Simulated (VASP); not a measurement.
Crystal: Zn2GeN3.

```
Zn Ge N
1.0
     2.51669   -4.87940    0.00000
     2.51669    4.87940    0.00000
     0.00000    0.00000    3.06960
Zn Ge N
2 1 3
Direct
  0.00000 0.50000 0.50000
  0.50000 0.00000 0.50000
  0.50000 0.50000 0.00000
  0.31758 0.68242 0.00000
  0.68242 0.31758 0.00000
  0.00000 0.00000 0.50000
```

The cell was generated, and may not be a known phase.

| Property | Result |
| --- | --- |
| Program | VASP 6.6.1 |
| Task | relaxation of cell and atoms |
| Functional | PBE |
| Potentials or basis | VASP PAW PBE potentials, release 64 (Zn, Ge_d, N) |
| Cutoff | 600 eV |
| k mesh | 4 × 4 × 6 |
| Occupations | gaussian, width 0.1 eV |
| Spin | no spin polarisation |

At the start: pressure 0.5 GPa; volume 12.56 Å³/atom.

Task: Where does the relaxation end?

Result: Over 6 steps the energy falls by 2.5 meV/atom and the volume is 12.69 Å³/atom (+1.0 %); space group Cmmm (No. 65, to 0.1 Å) before and after.

The path:
| step | energy change (eV) | largest force (eV/Å) | pressure (GPa) | volume (Å³) |
| --- | --- | --- | --- | --- |
| 1 | 0.0000 | 0.3132 | 0.50 | 75.39 |
| 2 | -0.0107 | 0.2005 | 0.56 | 75.82 |
| 3 | -0.0109 | 0.1340 | 0.55 | 75.76 |
| 4 | -0.0139 | 0.0371 | -0.39 | 76.33 |
| 5 | -0.0139 | 0.0319 | -0.43 | 76.36 |
| 6 | -0.0150 | 0.0286 | -0.11 | 76.15 |

Final structure:
```
Zn Ge N
1.0
     2.56247   -4.86441    0.00000
     2.56247    4.86441    0.00000
     0.00000    0.00000    3.05455
Zn Ge N
2 1 3
Direct
  0.00000 0.50000 0.50000
  0.50000 0.00000 0.50000
  0.50000 0.50000 0.00000
  0.31838 0.68162 0.00000
  0.68162 0.31838 0.00000
  0.00000 0.00000 0.50000
```
